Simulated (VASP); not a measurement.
Set up this calculation in VASP 6.6.1, as the native input.

| Item | Value |
| --- | --- |
| Task | single point |
| Functional | revPBE |
| Dispersion | D3(BJ) |
| Potentials or basis | VASP PAW PBE potentials, release 64 (In_d, Se) |
| Cutoff | 520 eV |
| k mesh | 8 × 8 × 8 |
| Occupations | fermi-dirac, width 0.05 eV |
| Spin | no spin polarisation |
| Dipole correction | no |
| Further INCAR settings | ALGO = Normal; EDIFF = 1e-07; NBANDS = 27 |

The structure of InSe lies in POSCAR:

```
InSe
1.0
    2.0115050402      1.1613429764      8.1880316341
   -2.0115050402      1.1613429764      8.1880316341
    0.0000000000     -2.3226859529      8.1880316341
In Se
2 2
Direct
    0.8875653465      0.8875653465      0.8875653465
    0.0010217206      0.0010217206      0.0010217206
    0.1684080007      0.1684080007      0.1684080007
    0.3870049322      0.3870049322      0.3870049322
```

One way to write it, as run:

INCAR

```
SYSTEM = InSe
ALGO = Normal ; EDIFF = 1E-7
ENCUT = 520 ; GGA = RE
ISIF = 2 ; ISMEAR = -1
IVDW = 12 ; LASPH = .TRUE.
LCHARG = .TRUE. ; LELF = .TRUE.
LREAL = .FALSE. ; LVHAR = .TRUE.
LWAVE = .FALSE. ; NBANDS = 27
NELM = 60 ; PREC = Accurate
SIGMA = 0.05
```

KPOINTS

```
k-points
0
G
  8 8 8
  0 0 0
```

Potentials or basis: VASP PAW PBE potentials, release 64 (In_d, Se).

Launch:

```console
$ cat potpaw_PBE.64/In_d/POTCAR potpaw_PBE.64/Se/POTCAR > POTCAR
$ mpirun -np 1 vasp_std > vasp.out
```

It gave:

```yaml
Pressure: 0.0 GPa
Largest_force: 0.015 eV/Å
Band_gap_on_the_k_mesh: 0.37 eV
Dispersion_energy_per_atom: -0.579 eV
```

Caveat: the PAW data sets were made with another functional, which shifts forces and pressure a little; spin-orbit coupling is left out, which moves the levels of the heavy elements.

It took 27 min on 1 thread of Intel Xeon 8259CL, with other jobs on the host, peak memory 0.62 GiB.
